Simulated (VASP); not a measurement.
Input of a VASP 6.6.1 run:

Contents of INCAR:

```
PREC = Accurate
ENCUT = 520
EDIFF = 1E-6
ISMEAR = 0
SIGMA = 0.1
LREAL = False
LASPH = True
NELM = 60
ALGO = Normal
ISIF = 2
LWAVE = False
LCHARG = True
GGA = PE
LELF = True
LVHAR = True
NBANDS = 10
```

KPOINTS

```
regular mesh
0
Gamma
  18 18 14
```

File POSCAR:

```
Al
1.0
    1.9904983038      1.9904983038      0.0000000000
   -1.9904983038      1.9904983038      0.0000000000
    0.0000000000      0.0000000000      4.0779955097
Al
2
Direct
    0.0000000000      0.0000000000      0.0000000000
    0.5000000000      0.5000000000      0.5000000000
```

Potentials or basis: VASP PAW PBE potentials, release 64 (Al).

The run is started by

```console
$ cat potpaw_PBE.64/Al/POTCAR > POTCAR
$ mpirun -np 1 vasp_std > vasp.out
```

**Question.** What does it give for the band gap on the k mesh?

**Answer.** Zero (band 3 reaches 15.84 eV, above the bottom of band 4 at 3.81 eV).

**Question.** What does it give for the pressure?

**Answer.** 1.6 GPa.

Stress tensor (GPa, compression positive):
```
2.27 0.00 0.00
0.00 2.27 0.00
0.00 0.00 0.29
```

Caveat: the cell differs from its parent crystal (biaxial strain in the a-b plane: -1.5 %).
